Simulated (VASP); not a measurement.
Input of a VASP 6.6.1 run:

Contents of POSCAR:

```
Rh
1.0
    0.0000000000      1.9025902899      1.9025902899
    1.9025902899      0.0000000000      1.9025902899
    1.9025902899      1.9025902899      0.0000000000
Rh
1
Direct
    0.0000000000      0.0000000000      0.0000000000
```

Contents of INCAR.step1:

```
PREC = Accurate ; ENCUT = 520
ISMEAR = -1 ; SIGMA = 0.1
LREAL = False ; LASPH = True
NELM = 60 ; NBANDS = 14
GGA = PE ; ALGO = Normal
EDIFF = 1E-4 ; LWAVE = True
LCHARG = False
```

The input INCAR.step2:

```
PREC = Accurate ; ENCUT = 520
EDIFF = 1E-6 ; ISMEAR = -1
SIGMA = 0.1 ; LREAL = False
LASPH = True ; NELM = 60
ALGO = Normal ; ISIF = 2
LWAVE = False ; LCHARG = False
METAGGA = R2SCAN ; LMIXTAU = True
NBANDS = 14 ; ISTART = 1
```

The input KPOINTS:

```
Automatic mesh
0
Gamma
  15 15 15
```

Potentials or basis: VASP PAW PBE potentials, release 64 (Rh_pv).

Command:

```sh
$ cat potpaw_PBE.64/Rh_pv/POTCAR > POTCAR
$ cp INCAR.step1 INCAR
$ mpirun -np 1 vasp_std > vasp.out
$ cp INCAR.step2 INCAR
$ mpirun -np 1 vasp_std > vasp.out
```

(1) What does it give for the pressure?

Answers

(1) 0.3 GPa.

Caveat: the PAW data sets were made with another functional, which shifts forces and pressure a little.
